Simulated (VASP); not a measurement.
P3O2, 5 atoms in the cell. The structure is trigonal, space group R-3m (No. 166). The conventional cell has a = 3.232 Å, b = 3.232 Å, c = 22.470 Å, α = 90.00°, β = 90.00°, γ = 120.00°. P (site symmetry -3m) has 6 O at 2.39 Å and 12 P at 3.23 to 3.35 Å within 3.4 Å. P (site symmetry 3m) has 3 O at 2.27 Å and 3 P at 2.68 Å within 3.0 Å. Within 3.0 Å of O (site symmetry 3m) lie 6 P at 2.27 to 2.39 Å. 

```yaml
Program: VASP 6.6.1
Task: single point
Functional: PBE
Potentials_or_basis: VASP PAW PBE potentials, release 64 (P, O)
Cutoff: 520 eV
k_mesh: 6 × 6 × 6
Occupations: gaussian, width 0.1 eV
Spin: no spin polarisation
Dipole_correction: no
Further_INCAR_settings: ALGO = Normal; EDIFF = 1e-06; NBANDS = 22
```

Potentials or basis: VASP PAW PBE potentials, release 64 (P, O).

Launch:

```sh
$ cat potpaw_PBE.64/P/POTCAR potpaw_PBE.64/O/POTCAR > POTCAR
$ mpirun -np 1 vasp_std > vasp.out
```

Hardware: 1 thread of Intel(R) Xeon(R) 6975P-C (Granite Rapids), with other jobs on the host.

Question: Estimate the wall time of this run.

Answer: Run time: 2 min on 1 thread of Intel(R) Xeon(R) 6975P-C (Granite Rapids), on a shared host, peak memory 0.44 GiB. Counts: scf iterations 14, k points 32.
